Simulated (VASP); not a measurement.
# Ru in VASP: relaxation of the atoms with LDA

Aim: the relaxation of the atoms of Ru with LDA.

Everything below comes from runs of VASP 6.6.1. Logs are shortened: lines on timing, memory, paths and dates and some standing lists are left out, and cuts for length are marked.

## 1. The cell of the first run

The cell holds a slab with vacuum, 12 atoms: a = 2.674 Å, b = 4.226 Å, c = 27.350 Å, α = 90.00°, β = 90.00°, γ = 90.00°.

## 2. Relaxation of the atoms, LDA

INCAR reads:

```
PREC = Accurate
ENCUT = 520
EDIFF = 1E-7
ISMEAR = 0
SIGMA = 0.1
LREAL = False
LASPH = True
NELM = 100
ALGO = Normal
ISIF = 2
LWAVE = False
LCHARG = False
LDIPOL = True
IDIPOL = 3
DIPOL = 0.5 0.5 0.500
GGA = CA
IBRION = 2
NSW = 80
EDIFFG = -0.02
KPAR = 8
```

KPOINTS reads:

```
regular mesh
0
Gamma
  13 8 1
```

POSCAR reads:

```
Ru
1.0
    2.6738855892      0.0000000000      0.0000000000
    0.0000000000      4.2264228674      0.0000000000
    0.0000000000      0.0000000000     27.3501485174
Ru
12
Direct
    0.0000000000      0.7500000000      0.2742215456
    0.5000000000      0.2500000000      0.3024438524
    0.5000000000      0.7500000000      0.3588884660
    0.0000000000      0.2500000000      0.3871107728
    0.0000000000      0.7500000000      0.4435553864
    0.5000000000      0.2500000000      0.4717776932
    0.5000000000      0.7500000000      0.5282223068
    0.0000000000      0.2500000000      0.5564446136
    0.0000000000      0.7500000000      0.6128892272
    0.5000000000      0.2500000000      0.6411115340
    0.5000000000      0.7500000000      0.6975561476
    0.0000000000      0.2500000000      0.7257784544
```

Potentials or basis: VASP PAW LDA potentials, release 64 (Ru_pv).

Run with:

```
$ cat potpaw_LDA.64/Ru_pv/POTCAR > POTCAR
$ mpirun -np 8 vasp_std > vasp.out
```

OUTCAR:

```text
PREC = Accurate
   ENCUT = 520
   EDIFF = 1E-7
   ISMEAR = 0
   LREAL = False
   LASPH = True
   NELM = 100
   ISIF = 2
   GGA = CA
   IBRION = 2
   NSW = 80
   EDIFFG = -0.02

 ion  position               nearest neighbor table
   1  0.000  0.750  0.274-   2 2.62   2 2.62   2 2.62   2 2.62   3 2.67   3 2.67
   2  0.500  0.250  0.302-   1 2.62   1 2.62   1 2.62   1 2.62   3 2.62   3 2.62   4 2.67   4 2.67

   3  0.500  0.750  0.359-   4 2.62   4 2.62   4 2.62   4 2.62   2 2.62   2 2.62   5 2.67   5 2.67
                             1 2.67   1 2.67
   4  0.000  0.250  0.387-   3 2.62   3 2.62   3 2.62   3 2.62   5 2.62   5 2.62   2 2.67   2 2.67
                             6 2.67   6 2.67
   5  0.000  0.750  0.444-   6 2.62   6 2.62   6 2.62   6 2.62   4 2.62   4 2.62   3 2.67   3 2.67
                             7 2.67   7 2.67
   6  0.500  0.250  0.472-   5 2.62   5 2.62   5 2.62   5 2.62   7 2.62   7 2.62   8 2.67   8 2.67
                             4 2.67   4 2.67
   7  0.500  0.750  0.528-   8 2.62   8 2.62   8 2.62   8 2.62   6 2.62   6 2.62   9 2.67   9 2.67
                             5 2.67   5 2.67
   8  0.000  0.250  0.556-   7 2.62   7 2.62   7 2.62   7 2.62   9 2.62   9 2.62   6 2.67   6 2.67
                            10 2.67  10 2.67
   9  0.000  0.750  0.613-  10 2.62  10 2.62  10 2.62  10 2.62   8 2.62   8 2.62   7 2.67   7 2.67
                            11 2.67  11 2.67
  10  0.500  0.250  0.641-   9 2.62   9 2.62   9 2.62   9 2.62  11 2.62  11 2.62   8 2.67   8 2.67
                            12 2.67  12 2.67
  11  0.500  0.750  0.698-  12 2.62  12 2.62  12 2.62  12 2.62  10 2.62  10 2.62   9 2.67   9 2.67

  12  0.000  0.250  0.726-  11 2.62  11 2.62  11 2.62  11 2.62  10 2.67  10 2.67

  LATTYP: Found a simple orthorhombic cell.
 ALAT       =     2.6738855892
 B/A-ratio  =     1.5806296591
 C/A-ratio  =    10.2286158495

  Lattice vectors:

 A1 = (   2.6738855892,   0.0000000000,   0.0000000000)
 A2 = (   0.0000000000,   4.2264228674,   0.0000000000)
 A3 = (   0.0000000000,   0.0000000000,  27.3501485174)

Analysis of symmetry for initial positions (statically):
=====================================================================
 Subroutine PRICEL returns:
 Original cell was already a primitive cell.

 Routine SETGRP: Setting up the symmetry group for a
 simple orthorhombic supercell.

 Subroutine GETGRP returns: Found  8 space group operations
 (whereof  4 operations were pure point group operations)
 out of a pool of  8 trial point group operations.

The static configuration has the point symmetry C_2h.
 The point group associated with its full space group is D_2h.

Analysis of symmetry for dynamics (positions and initial velocities):
=====================================================================
 Subroutine PRICEL returns:
 Original cell was already a primitive cell.

 Routine SETGRP: Setting up the symmetry group for a
 simple orthorhombic supercell.

 Subroutine GETGRP returns: Found  8 space group operations
 (whereof  4 operations were pure point group operations)
 out of a pool of  8 trial point group operations.

The dynamic configuration has the point symmetry C_2h.
 The point group associated with its full space group is D_2h.

 Subroutine INISYM returns: Found  8 space group operations
 (whereof  4 operations are pure point group operations),
 and found     1 'primitive' translations

----------------------------------------------------------------------------------------

                                     Primitive cell

  volume of cell :     309.0832

  direct lattice vectors                    reciprocal lattice vectors
     2.673885589  0.000000000  0.000000000     0.373987580  0.000000000  0.000000000
     0.000000000  4.226422867  0.000000000     0.000000000  0.236606708  0.000000000
     0.000000000  0.000000000 27.350148517     0.000000000  0.000000000  0.036562873

  length of vectors
     2.673885589  4.226422867 27.350148517     0.373987580  0.236606708  0.036562873

  position of ions in fractional coordinates (direct lattice)
     0.000000000  0.750000000  0.274221546
     0.500000000  0.250000000  0.302443852
     0.500000000  0.750000000  0.358888466
     0.000000000  0.250000000  0.387110773
     0.000000000  0.750000000  0.443555386
     0.500000000  0.250000000  0.471777693
     0.500000000  0.750000000  0.528222307
     0.000000000  0.250000000  0.556444614
     0.000000000  0.750000000  0.612889227
[... 46 lines left out ...]
            Coordinates               Weight
  0.000000  0.000000  0.000000      1.000000
  0.076923  0.000000  0.000000      2.000000
  0.153846  0.000000  0.000000      2.000000
  0.230769  0.000000  0.000000      2.000000
  0.307692  0.000000  0.000000      2.000000
  0.384615  0.000000  0.000000      2.000000
[... 16 lines left out ...]
  0.076923  0.375000  0.000000      4.000000
  0.153846  0.375000  0.000000      4.000000
 [... further k-points ...]
   k-points           NKPTS =     35   k-points in BZ     NKDIM =     35   number of bands    NBANDS=    100
   number of dos      NEDOS =    301   number of ions     NIONS =     12
   total plane-waves  NPLWV = 134400
   dimension x,y,z NGX =    20 NGY =   32 NGZ =  210
   dimension x,y,z NGXF=    40 NGYF=   64 NGZF=  420
   ions per type =              12
   NGX,Y,Z   is equivalent  to a cutoff of  12.43, 12.59, 12.76 a.u.
   NGXF,Y,Z  is equivalent  to a cutoff of  24.87, 25.17, 25.53 a.u.
 SYSTEM =  unknown system
   PREC   = accura    normal or accurate (medium, high low for compatibility)
   ISTART =      0    job   : 0-new  1-cont  2-samecut
   ICHARG =      2    charge: 1-file 2-atom 10-const
   ISPIN  =      1    spin polarized calculation?
   LNONCOLLINEAR =      F non collinear calculations
   LSORBIT =      F    spin-orbit coupling
   LASPH  =      T    aspherical Exc in radial PAW
   ENCUT  =  520.0 eV  38.22 Ry    6.18 a.u.   4.97  7.86 50.85*2*pi/ulx,y,z
   NELM   =    100;   NELMIN=  2; NELMDL= -5     # of ELM steps
   EDIFF  = 0.1E-06   stopping-criterion for ELM
   LREAL  =      F    real-space projection
   EDIFFG = -.2E-01   stopping-criterion for IOM
   NSW    =     80    number of steps for IOM
   IBRION =      2    ionic relax: 0-MD 1-quasi-New 2-CG
   NFREE  =      1    steps in history (QN), initial steepest desc. (CG)
   ISIF   =      2    stress and relaxation
   ISYM   =      2    0-nonsym 1-usesym 2-fastsym
   POTIM  = 0.5000    time-step for ionic-motion
   TEBEG  =    0.0;   TEEND  =   0.0 temperature during run
   PSTRESS=    0.0 pullay stress
   NELECT =     168.0000    total number of electrons
   NUPDOWN=      -1.0000    fix difference up-down
   EMIN   =  10.00;   EMAX   =-10.00  energy-range for DOS
   EFERMI =   0.00;   METHOD = LEGACY
   ISMEAR =     0;   SIGMA  =   0.10  broadening in eV -4-tet -1-fermi 0-gaus
   EFERMI_NEDOS =   21; number of points for ismear=-14 and -15
   IALGO  =     38    algorithm
   IMIX   =      4    mixing-type and parameters
     AMIX     =   0.40;   BMIX     =  1.00
     AMIX_MAG =   1.60;   BMIX_MAG =  1.00
  volume/ion in A,a.u.               =      25.76       173.82
  Fermi-wavevector in a.u.,A,eV,Ry     =   1.336040  2.524749 24.286436  1.785003
  Thomas-Fermi vector in A             =   2.464697
   LORBIT       =      0    0 simple, 1 ext, 2 COOP (PROOUT), +10 PAW based schemes
   GGA     = CA    functional components
   LHFCALC =     F    Hartree Fock is set to
   AEXX    =    0.0000 exact exchange contribution
   IVDW    =     0    specifies the selected vdW correction
   LEPSILON=     F    determine dielectric tensor
   LRPA    =     F    only Hartree local field effects (RPA)
 conjugate gradient relaxation of ions
 non-spin polarized calculation
 Gauss-broadening in eV      SIGMA  =   0.10
  energy-cutoff  :      520.00
  volume of cell :      309.08
 maximum number of plane-waves:      8375
 NGX is ok and might be reduce to    20
   NGX =  9   NGY = 15   NGZ =101

--------------------------------------- Ionic step        1  -------------------------------------------

 number of electron     167.9999979 magnetization

 Free energy of the ion-electron system (eV)
  ---------------------------------------------------
  ext. energy  EPLUGINS =         0.00000000
  ---------------------------------------------------
  free energy    TOTEN  =      -123.20757294 eV

  energy without entropy =     -123.13731246  energy(sigma->0) =     -123.17244270

------------------------ aborting loop because EDIFF is reached ----------------------------------------

  FORCE on cell =-STRESS in cart. coord.  units (eV):
  Direction    XX          YY          ZZ          XY          YZ          ZX
  --------------------------------------------------------------------------------------
  -------------------------------------------------------------------------------------
  Total       -6.3750944     -7.7615280     -3.2536323      0.0000000      0.0000000      0.0000000
  in kB      -33.0462167    -40.2329943    -16.8656697      0.0000000      0.0000000      0.0000000
  external PRESSURE =     -30.0482935 kB  Pullay stress =       0.0000000 kB
[... 349 lines left out ...]
  FREE ENERGIE OF THE ION-ELECTRON SYSTEM (eV)
  ---------------------------------------------------
  free  energy   TOTEN  =      -123.3057280298 eV

  energy  without entropy=     -123.2307488448  energy(sigma->0) =     -123.26823844

 dipolmoment           0.000000      0.000000      0.000000 electrons x Angstroem

--------------------------------------- Ionic step        9  -------------------------------------------

 number of electron     167.9999994 magnetization

 dipolmoment           0.000000      0.000000     -0.000000 electrons x Angstroem

 Free energy of the ion-electron system (eV)
  ---------------------------------------------------
  ext. energy  EPLUGINS =         0.00000000
  ---------------------------------------------------
  free energy    TOTEN  =      -123.30598079 eV

  energy without entropy =     -123.23096756  energy(sigma->0) =     -123.26847417

 E-fermi :   4.3375     XC(G=0):  -8.1900

 val. band max:        4.3351233029   @ k =   0.3846   0.0000   0.0000
 cond. band min:       4.3390762760   @ k =   0.3077   0.0000   0.0000
 fundamental gap:      0.0039529731
 Fermi energy:         4.3374873611

 k-point     1 :       0.0000    0.0000    0.0000
  band No.  band energies     occupation
      1     -39.3251      2.00000
      2     -39.2762      2.00000
      3     -39.1372      2.00000
      4     -39.0761      2.00000
      5     -38.9946      2.00000
      6     -38.9569      2.00000
[... 2365 lines left out ...]
     95       5.4069      0.00000
     96       5.4315      0.00000

 [... further k-points ...]

 [bands above 96 left out]

------------------------ aborting loop because EDIFF is reached ----------------------------------------

 vacuum level on the upper side and lower side of the slab       (xc-potential included)        -0.007        -0.007

  FORCE on cell =-STRESS in cart. coord.  units (eV):
  Direction    XX          YY          ZZ          XY          YZ          ZX
  --------------------------------------------------------------------------------------
  -------------------------------------------------------------------------------------
  Total       -4.3377515     -4.3125579     -0.2652028      0.0000000     -0.0000000      0.0000000
  in kB      -22.4853574    -22.3547626     -1.3747167      0.0000000     -0.0000000      0.0000000
  external PRESSURE =     -15.4049455 kB  Pullay stress =       0.0000000 kB
[... 27 lines left out ...]
  FREE ENERGIE OF THE ION-ELECTRON SYSTEM (eV)
  ---------------------------------------------------
  free  energy   TOTEN  =      -123.3059807930 eV

  energy  without entropy=     -123.2309675560  energy(sigma->0) =     -123.26847417

 reached required accuracy - stopping structural energy minimisation

 vacuum level on the upper side and lower side of the slab         9.485         9.485
```

It took 19 min on 8 MPI ranks of AMD EPYC 9R45 (Zen 5), shared host; peak memory 0.76 GiB.

What came out:

```
Free energy                  : -123.3060 eV
Energy gained by relaxing    : 8.2 meV/atom
Ionic steps                  : 9
Largest force after relaxing : 0.008 eV/Å
Band gap on the k mesh       : zero (bands 84 and 85 overlap by 1.98 eV)
```

Forces in eV/Å, atoms in the order of the input:
```
Ru   0.000  0.000  0.000
Ru   0.000  0.000  0.007
Ru   0.000  0.000  0.008
Ru   0.000  0.000 -0.002
Ru   0.000  0.000 -0.004
Ru   0.000  0.000 -0.007
Ru   0.000  0.000  0.007
Ru   0.000  0.000  0.004
Ru   0.000  0.000  0.002
Ru   0.000  0.000 -0.008
Ru   0.000  0.000 -0.007
Ru   0.000  0.000  0.000
```

Step by step:
```csv
step,energy change (eV),largest force (eV/Å),pressure (GPa)
1,0.0000,0.9136,-3.00
2,-0.0815,0.3790,-2.35
3,-0.0926,0.2139,-1.94
4,-0.0967,0.0517,-1.87
5,-0.0967,0.0391,-1.86
6,-0.0973,0.0336,-1.81
7,-0.0977,0.0470,-1.72
8,-0.0982,0.0242,-1.64
9,-0.0984,0.0083,-1.54
```

Final structure:
```cif
data_structure
_symmetry_space_group_name_H-M 'P 1'
_symmetry_Int_Tables_number 1
_cell_length_a 2.6739
_cell_length_b 4.2264
_cell_length_c 27.3501
_cell_angle_alpha 90.000
_cell_angle_beta 90.000
_cell_angle_gamma 90.000
_cell_volume 309.08
loop_
_atom_site_label
_atom_site_type_symbol
_atom_site_fract_x
_atom_site_fract_y
_atom_site_fract_z
_atom_site_occupancy
Ru1 Ru 0.00000 0.75000 0.27740 1
Ru2 Ru 0.50000 0.25000 0.30215 1
Ru3 Ru 0.50000 0.75000 0.35833 1
Ru4 Ru 0.00000 0.25000 0.38637 1
Ru5 Ru 0.00000 0.75000 0.44370 1
Ru6 Ru 0.50000 0.25000 0.47157 1
Ru7 Ru 0.50000 0.75000 0.52843 1
Ru8 Ru 0.00000 0.25000 0.55630 1
Ru9 Ru 0.00000 0.75000 0.61363 1
Ru10 Ru 0.50000 0.25000 0.64167 1
Ru11 Ru 0.50000 0.75000 0.69785 1
Ru12 Ru 0.00000 0.25000 0.72260 1
```
